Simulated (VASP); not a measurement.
Write the native input for VASP 6.6.1 that does the following.

* Task: relaxation of cell and atoms
* Functional: PBE
* Potentials or basis: VASP PAW PBE potentials, release 64 (Cu, N)
* Cutoff: 600 eV
* k mesh: 12 × 12 × 12
* Occupations: gaussian, width 0.1 eV
* Spin: no spin polarisation
* Target pressure: 15 GPa
* Dipole correction: no
* Further INCAR settings: ALGO = Normal; EDIFF = 1e-07; IBRION = 2; EDIFFG = -0.008; NSW = 70; ISIF = 3

The structure of Cu3N lies in POSCAR:

```
Cu3N
1.0
    3.6962285890      0.0000000000      0.0000000000
    0.0000000000      3.6962285890      0.0000000000
    0.0000000000      0.0000000000      3.6962285890
Cu N
3 1
Direct
    0.5000000000      0.0000000000      0.0000000000
    0.0000000000      0.5000000000      0.0000000000
    0.0000000000      0.0000000000      0.5000000000
    0.0000000000      0.0000000000      0.0000000000
```

One way to write it, as run:

INCAR

```
SYSTEM = Cu3N
PREC = Accurate ; ENCUT = 600
EDIFF = 1E-7 ; ISMEAR = 0
SIGMA = 0.1 ; LREAL = .FALSE.
LASPH = .TRUE. ; NELM = 120
ALGO = Normal ; ISIF = 3
LWAVE = .FALSE. ; LCHARG = .FALSE.
GGA = PE ; IBRION = 2
NSW = 70 ; EDIFFG = -0.008
PSTRESS = 150.0 ; GGA_COMPAT = .FALSE.
NELMIN = 4
```

KPOINTS

```
Automatic mesh
0
G
  12 12 12
  0 0 0
```

Potentials or basis: VASP PAW PBE potentials, release 64 (Cu, N).

Run with:

```bash
$ cat potpaw_PBE.64/Cu/POTCAR potpaw_PBE.64/N/POTCAR > POTCAR
$ mpirun -np 1 vasp_std > vasp.out
```

Results of the run:

* Relaxed volume: 12.71 Å³/atom
* Relaxed cell: a = 3.704 Å, b = 3.704 Å, c = 3.704 Å, α = 90.00°, β = 90.00°, γ = 90.00°
* Space group after relaxing (to 0.1 Å): Pm-3m (No. 221)
* Energy change on relaxing (the run minimises the enthalpy): -7.8 meV/atom
* Ionic steps: 3
* Pressure after relaxing: 15.0 GPa
* Band gap on the k mesh: zero (bands 19 and 20 overlap by 0.08 eV)

Caveat: the cell is relaxed towards a set pressure, so the run minimises the enthalpy, not the energy; semilocal functionals underestimate gaps, and a narrow one can read as zero.

Run time: 3.9 min on 1 thread of Intel(R) Xeon(R) Platinum 8259CL CPU @ 2.50GHz (Skylake/Cascade Lake) (shared host), peak memory 0.24 GiB.
